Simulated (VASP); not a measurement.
# Ir (I4/mmm) in VASP: a series of runs

The runs below take Ir through single point, with PBEsol.

All numbers are computed with VASP 6.6.1; they aren't measurements. Logs are shortened: lines on timing, memory, paths and dates and some standing lists are left out, and cuts for length are marked.

## (1) The cell of the first run

Symmetry: I4/mmm, No. 139, tetragonal system. The conventional cell has a = 2.715 Å, b = 2.715 Å, c = 3.763 Å, α = 90.00°, β = 90.00°, γ = 90.00°. Within 3.5 Å of Ir (site symmetry 4/mmm) lie 12 Ir at 2.69 to 2.71 Å.

## (2) Single point, PBEsol (strain -0.0200 x Voigt [0, 1, 0, 0, 0, 0])

Input file INCAR:

```
PREC     = Accurate       # precision mode
ENCUT    = 520            # plane-wave cutoff, eV
EDIFF    = 1E-6           # SCF threshold, eV
ISMEAR   = 0              # smearing method
SIGMA    = 0.15           # smearing width, eV
LREAL    = False          # projectors in reciprocal space
LASPH    = True           # aspherical terms in the spheres
NELM     = 60             # most SCF steps
ALGO     = Fast           # electronic algorithm
ISIF     = 2              # what is computed and relaxed
LWAVE    = False          # write WAVECAR
LCHARG   = True           # write CHGCAR
GGA      = PS             # functional
LELF     = True           # ELF
LVHAR    = True         
NBANDS   = 10             # bands
```

Input file KPOINTS:

```
regular mesh
0
Gamma
  22 22 22
```

Input file POSCAR:

```
Ir
1.0
    0.0000000000      1.8813060000      1.9197000000
    1.9197000000      0.0000000000      1.9197000000
    1.9197000000      1.8813060000      0.0000000000
Ir
1
Direct
    0.0000000000      0.0000000000      0.0000000000
```

Potentials or basis: VASP PAW PBE potentials, release 64 (Ir).

On the command line:

```console
> cat potpaw_PBE.64/Ir/POTCAR > POTCAR
> mpirun -np 1 vasp_std > vasp.out
```

OUTCAR:

```text
PREC = Accurate
   ENCUT = 520
   EDIFF = 1E-6
   ISMEAR = 0
   LREAL = False
   LASPH = True
   NELM = 60
   ISIF = 2
   GGA = PS

 ion  position               nearest neighbor table
   1  0.000  0.000  0.000-

  LATTYP: Found a body centered tetragonal cell.
 ALAT       =     2.7148657757
 C/A-ratio  =     1.3859292911

  Lattice vectors:

 A1 = (   0.0000000000,  -1.8813060000,   1.9197000000)
 A2 = (   0.0000000000,  -1.8813060000,  -1.9197000000)
 A3 = (   1.9197000000,   1.8813060000,   0.0000000000)

Analysis of symmetry for initial positions (statically):
=====================================================================
 Subroutine PRICEL returns:
 Original cell was already a primitive cell.

 Routine SETGRP: Setting up the symmetry group for a
 body centered tetragonal supercell.

 Subroutine GETGRP returns: Found 16 space group operations
 (whereof 16 operations were pure point group operations)
 out of a pool of 16 trial point group operations.

The static configuration has the point symmetry D_4h.

Analysis of symmetry for dynamics (positions and initial velocities):
=====================================================================
 Subroutine PRICEL returns:
 Original cell was already a primitive cell.

 Routine SETGRP: Setting up the symmetry group for a
 body centered tetragonal supercell.

 Subroutine GETGRP returns: Found 16 space group operations
 (whereof 16 operations were pure point group operations)
 out of a pool of 16 trial point group operations.

The dynamic configuration has the point symmetry D_4h.

 Subroutine INISYM returns: Found 16 space group operations
 (whereof 16 operations are pure point group operations),
 and found     1 'primitive' translations

----------------------------------------------------------------------------------------

                                     Primitive cell

  volume of cell :      13.8662

  direct lattice vectors                    reciprocal lattice vectors
     0.000000000  1.881306000  1.919700000    -0.260457363  0.265772820  0.260457363
     1.919700000  0.000000000  1.919700000     0.260457363 -0.265772820  0.260457363
     1.919700000  1.881306000  0.000000000     0.260457363  0.265772820 -0.260457363

  length of vectors
     2.687854229  2.714865776  2.687854229     0.454215002  0.454215002  0.454215002

  position of ions in fractional coordinates (direct lattice)
     0.000000000  0.000000000  0.000000000
[... 75 lines left out ...]
   NELM   =     60;   NELMIN=  2; NELMDL= -5     # of ELM steps
   EDIFF  = 0.1E-05   stopping-criterion for ELM
   LREAL  =      F    real-space projection
   EDIFFG = 0.1E-04   stopping-criterion for IOM
   NSW    =      0    number of steps for IOM
   IBRION =     -1    ionic relax: 0-MD 1-quasi-New 2-CG
   NFREE  =      0    steps in history (QN), initial steepest desc. (CG)
   ISIF   =      2    stress and relaxation
   ISYM   =      2    0-nonsym 1-usesym 2-fastsym
   POTIM  = 0.5000    time-step for ionic-motion
   TEBEG  =    0.0;   TEEND  =   0.0 temperature during run
   PSTRESS=    0.0 pullay stress
   NELECT =       9.0000    total number of electrons
   NUPDOWN=      -1.0000    fix difference up-down
   EMIN   =  10.00;   EMAX   =-10.00  energy-range for DOS
   EFERMI =   0.00;   METHOD = LEGACY
   ISMEAR =     0;   SIGMA  =   0.15  broadening in eV -4-tet -1-fermi 0-gaus
   EFERMI_NEDOS =   21; number of points for ismear=-14 and -15
   IALGO  =     68    algorithm
   IMIX   =      4    mixing-type and parameters
     AMIX     =   0.40;   BMIX     =  1.00
     AMIX_MAG =   1.60;   BMIX_MAG =  1.00
  volume/ion in A,a.u.               =      13.87        93.57
  Fermi-wavevector in a.u.,A,eV,Ry     =   1.417437  2.678567 27.335822  2.009126
  Thomas-Fermi vector in A             =   2.538667
   LORBIT       =      0    0 simple, 1 ext, 2 COOP (PROOUT), +10 PAW based schemes
   GGA     = PS    functional components
   LHFCALC =     F    Hartree Fock is set to
   AEXX    =    0.0000 exact exchange contribution
   IVDW    =     0    specifies the selected vdW correction
   LEPSILON=     F    determine dielectric tensor
   LRPA    =     F    only Hartree local field effects (RPA)
 non-spin polarized calculation
 RMM-DIIS sequential band-by-band and
 Gauss-broadening in eV      SIGMA  =   0.15
  energy-cutoff  :      520.00
  volume of cell :       13.87
 maximum number of plane-waves:       386
   NGX =  9   NGY =  9   NGZ =  9

 number of electron       9.0000001 magnetization

 Free energy of the ion-electron system (eV)
  ---------------------------------------------------
  ext. energy  EPLUGINS =         0.00000000
  ---------------------------------------------------
  free energy    TOTEN  =        -9.81276792 eV

  energy without entropy =       -9.80100185  energy(sigma->0) =       -9.80688489

 E-fermi :  10.5716     XC(G=0): -14.2196

 val. band max:       10.5707157753   @ k =   0.3636   0.3636   0.0000
 cond. band min:      10.5740809306   @ k =   0.3636  -0.0909   0.2727
 fundamental gap:      0.0033651553
 Fermi energy:        10.5716176524

 k-point     1 :       0.0000    0.0000    0.0000
  band No.  band energies     occupation
      1      -0.8104      2.00000
      2       6.4889      2.00000
      3       6.4889      2.00000
      4       6.7561      2.00000
      5       9.1962      2.00000
      6       9.5534      2.00000
      7      24.8836      0.00000
      8      30.3483      0.00000
      9      30.3483      0.00000
     10      31.0255      0.00000
[... 287 lines left out ...]
 k-point    24 :      -0.4545    0.0455    0.0000
  band No.  band energies     occupation
      1       2.3235      2.00000
      2       6.2986      2.00000
      3       6.6651      2.00000
      4       9.2145      2.00000
      5      11.3623      0.00000
      6      12.0195      0.00000
      7      18.2034      0.00000
      8      24.6130      0.00000
      9      30.1775      0.00000
     10      30.8804      0.00000

 [... further k-points ...]
[... 5 lines left out ...]
  --------------------------------------------------------------------------------------
  -------------------------------------------------------------------------------------
  Total        0.3217854      1.0031065      0.3217854      0.0000000      0.0000000      0.0000000
  in kB       37.1809758    115.9048146     37.1809758      0.0000000      0.0000000      0.0000000
  external PRESSURE =      63.4222554 kB  Pullay stress =       0.0000000 kB

 VOLUME and BASIS-vectors are now :
 -----------------------------------------------------------------------------
  energy-cutoff  :      520.00
  volume of cell :       13.87
      direct lattice vectors                 reciprocal lattice vectors
     0.000000000  1.881306000  1.919700000    -0.260457363  0.265772820  0.260457363
     1.919700000  0.000000000  1.919700000     0.260457363 -0.265772820  0.260457363
     1.919700000  1.881306000  0.000000000     0.260457363  0.265772820 -0.260457363

 POSITION                                       TOTAL-FORCE (eV/Angst)
 -----------------------------------------------------------------------------------
      0.00000      0.00000      0.00000        -0.000000     -0.000000     -0.000000
 -----------------------------------------------------------------------------------
    total drift:                                0.000000     -0.000000     -0.000000

  FREE ENERGIE OF THE ION-ELECTRON SYSTEM (eV)
  ---------------------------------------------------
  free  energy   TOTEN  =        -9.8127679176 eV

  energy  without entropy=       -9.8010018541  energy(sigma->0) =       -9.80688489
```

OSZICAR:

```text
N       E                     dE             d eps       ncg     rms          rms(c)
DAV:   1     0.477603503726E+02    0.47760E+02   -0.43859E+03 16832   0.823E+02
DAV:   2    -0.954855308953E+01   -0.57309E+02   -0.54415E+02 17070   0.199E+02
DAV:   3    -0.104283370687E+02   -0.87978E+00   -0.87673E+00 19494   0.298E+01
DAV:   4    -0.104363539996E+02   -0.80169E-02   -0.80154E-02 18826   0.265E+00
DAV:   5    -0.104365114279E+02   -0.15743E-03   -0.15742E-03 19328   0.356E-01    0.167E+01
RMM:   6    -0.991501163291E+01    0.52150E+00   -0.41585E-01 17321   0.795E+00    0.651E+00
RMM:   7    -0.981786938832E+01    0.97142E-01   -0.18651E-01 17779   0.390E+00    0.154E+00
RMM:   8    -0.981774581689E+01    0.12357E-03   -0.20848E-02 20527   0.178E+00    0.137E+00
RMM:   9    -0.981573166541E+01    0.20142E-02   -0.48606E-03 21114   0.619E-01    0.646E-01
RMM:  10    -0.981272805139E+01    0.30036E-02   -0.40290E-03 17707   0.958E-01    0.371E-01
RMM:  11    -0.981283592396E+01   -0.10787E-03   -0.29671E-04 19202   0.138E-01    0.288E-01
RMM:  12    -0.981285265258E+01   -0.16729E-04   -0.67030E-05 22732   0.622E-02    0.298E-01
RMM:  13    -0.981282349725E+01    0.29155E-04   -0.10463E-05 19189   0.335E-02    0.241E-01
RMM:  14    -0.981277108670E+01    0.52411E-04   -0.10106E-04 27665   0.108E-01    0.712E-02
RMM:  15    -0.981276706919E+01    0.40175E-05   -0.25362E-05 22914   0.587E-02    0.216E-02
RMM:  16    -0.981276828350E+01   -0.12143E-05   -0.43926E-06 19692   0.185E-02    0.368E-02
RMM:  17    -0.981276791760E+01    0.36590E-06   -0.54888E-07  9643   0.104E-02
   1 F= -.98127679E+01 E0= -.98068849E+01  d E =-.117661E-01
```

stdout:

```text
POSCAR found type information on POSCAR Ir
 POSCAR found :  1 types and       1 ions
 scaLAPACK will be used
 -----------------------------------------------------------------------------
|                                                                             |
|                                                                             |
|     You enforced a specific xc type in the INCAR file but a different       |
|     I HOPE YOU KNOW WHAT YOU ARE DOING!                                     |
|                                                                             |
 -----------------------------------------------------------------------------

 LDA part: xc-table for (Slater+PW92), standard interpolation
 POSCAR, INCAR and KPOINTS ok, starting setup
 FFT: planning ... GRIDC
 FFT: planning ... GRID_SOFT
 FFT: planning ... GRID
 WAVECAR not read
 entering main loop
```

Run time: 95 s. Hardware: 1 thread of Intel Xeon Platinum 8488C (Sapphire Rapids), shared host; peak memory 0.24 GiB.

Results:

```
Free energy : -9.8128 eV
Pressure    : 6.3 GPa
```

Caveat: the cell differs from its parent crystal (strain -0.0200 x Voigt [0, 1, 0, 0, 0, 0]); the PAW data sets were made with another functional, which shifts forces and pressure a little; spin-orbit coupling is left out, which moves the levels of the heavy elements.

## (3) Single point, PBEsol (strain -0.0150 x Voigt [0, 1, 0, 0, 0, 0])

Input file INCAR:

```
PREC     = Accurate       # precision mode
ENCUT    = 520            # plane-wave cutoff, eV
EDIFF    = 1E-6           # SCF threshold, eV
ISMEAR   = 0              # smearing method
SIGMA    = 0.15           # smearing width, eV
LREAL    = False          # projectors in reciprocal space
LASPH    = True           # aspherical terms in the spheres
NELM     = 100            # most SCF steps
ALGO     = Normal         # electronic algorithm
ISIF     = 2              # what is computed and relaxed
LWAVE    = False          # write WAVECAR
LCHARG   = False          # write CHGCAR
GGA      = PS             # functional
NBANDS   = 10             # bands
```

Input file KPOINTS:

```
Automatic mesh
0
Gamma
  22 22 22
```

Input file POSCAR:

```
Ir
1.0
    0.0000000000      1.8909045000      1.9197000000
    1.9197000000      0.0000000000      1.9197000000
    1.9197000000      1.8909045000      0.0000000000
Ir
1
Direct
    0.0000000000      0.0000000000      0.0000000000
```

Potentials or basis: VASP PAW PBE potentials, release 64 (Ir).

On the command line:

```console
> cat potpaw_PBE.64/Ir/POTCAR > POTCAR
> mpirun -np 1 vasp_std > vasp.out
```

It took 62 s on 1 thread of Intel Xeon Platinum 8488C (Sapphire Rapids), shared host; peak memory 0.23 GiB.

The run converged. Its results:

* Free energy: -9.8172 eV
* Pressure: 4.4 GPa

Stress tensor (GPa, compression positive):
```
2.45 0.00 0.00
0.00 8.27 0.00
0.00 0.00 2.45
```

Levels at points of the mesh, in eV from the Fermi level:
```tsv
k point	band 2	band 3	band 4	band 5	band 6	band 7
(0.00, 0.00, 0.00)	-4.03	-4.03	-3.83	-1.32	-1.05	14.32
(0.50, 0.00, 0.00)	-4.18	-3.96	-0.83	0.90	1.02	7.41
(0.50, 0.50, 0.00)	-7.50	0.94	1.44	1.57	1.64	10.56
(0.50, 0.00, 0.50)	-7.52	0.92	1.56	1.56	1.89	10.98
```

Caveat: the cell differs from its parent crystal (strain -0.0150 x Voigt [0, 1, 0, 0, 0, 0]); the PAW data sets were made with another functional, which shifts forces and pressure a little; spin-orbit coupling is left out, which moves the levels of the heavy elements.

[end of part 1 of 2]
